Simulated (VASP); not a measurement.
A run of VASP 6.6.1:

INCAR

```
SYSTEM = TiH5
PREC = Accurate
ENCUT = 520
EDIFF = 1E-6
ISMEAR = 0
SIGMA = 0.1
LREAL = .FALSE.
LASPH = .TRUE.
NELM = 80
ALGO = Normal
ISIF = 2
LWAVE = .FALSE.
LCHARG = .FALSE.
GGA = PE
NBANDS = 18
```

KPOINTS

```
Automatic mesh
0
G
  12 12 6
  0 0 0
```

The input POSCAR:

```
TiH5
1.0
    3.0709822597     -0.0112639875      0.0016701350
   -1.5315619270      2.6613915710     -0.0034191678
   -1.1363190255     -0.9182308788      5.8442225374
Ti H
1 5
Direct
    0.1529121544      0.9027842955      0.0797242725
    0.5231926915      0.5953221667      0.1498433014
    0.7422770995      0.1860171873      0.9368881249
    0.9120305740      0.3019030350      0.2566402133
    0.8970399612      0.8649874592      0.7498798576
    0.0448527295      0.7133234462      0.7475614202
```

Potentials or basis: VASP PAW PBE potentials, release 64 (Ti_sv, H).

Launch:

```sh
$ cat potpaw_PBE.64/Ti_sv/POTCAR potpaw_PBE.64/H/POTCAR > POTCAR
$ mpirun -np 1 vasp_std > vasp.out
```

Hardware: 1 thread of Intel Xeon 8259CL (shared host).

Estimate the wall time of this run.

It took 7.2 min on 1 thread of Intel Xeon 8259CL (shared host), peak memory 0.44 GiB. Counts: scf iterations 15, k points 436.
